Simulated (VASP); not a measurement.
Here is a VASP 6.6.1 calculation.

File INCAR:

```
SYSTEM = HfSi
PREC = Accurate
ENCUT = 520
EDIFF = 1E-6
ISMEAR = -1
SIGMA = 0.08
LREAL = .False.
LASPH = .True.
NELM = 80
ALGO = Normal
ISIF = 2
LWAVE = .False.
LCHARG = .False.
NBANDS = 14
```

KPOINTS

```
Automatic mesh
0
Gamma
  12 12 12
  0 0 0
```

Contents of POSCAR:

```
HfSi
1.0
    0.0000000000      2.2713492560      2.2713492560
    2.2713492560      0.0000000000      2.2713492560
    2.2713492560      2.2713492560      0.0000000000
Hf Si
1 1
Direct
    0.0000000000      0.0000000000      0.0000000000
    0.2500000000      0.2500000000      0.2500000000
```

Potentials or basis: VASP PAW LDA potentials, release 64 (Hf_pv, Si).

The run is started by

```sh
$ cat potpaw_LDA.64/Hf_pv/POTCAR potpaw_LDA.64/Si/POTCAR > POTCAR
$ mpirun -np 1 vasp_std > vasp.out
```

Problem. Estimate the pressure.

Solution. 213.4 GPa.

Problem. Predict the band gap on the k mesh.

Solution. Zero (band 7 reaches 12.66 eV, above the bottom of band 8 at 8.82 eV).

Caveat: spin-orbit coupling is left out, which moves the levels of the heavy elements.
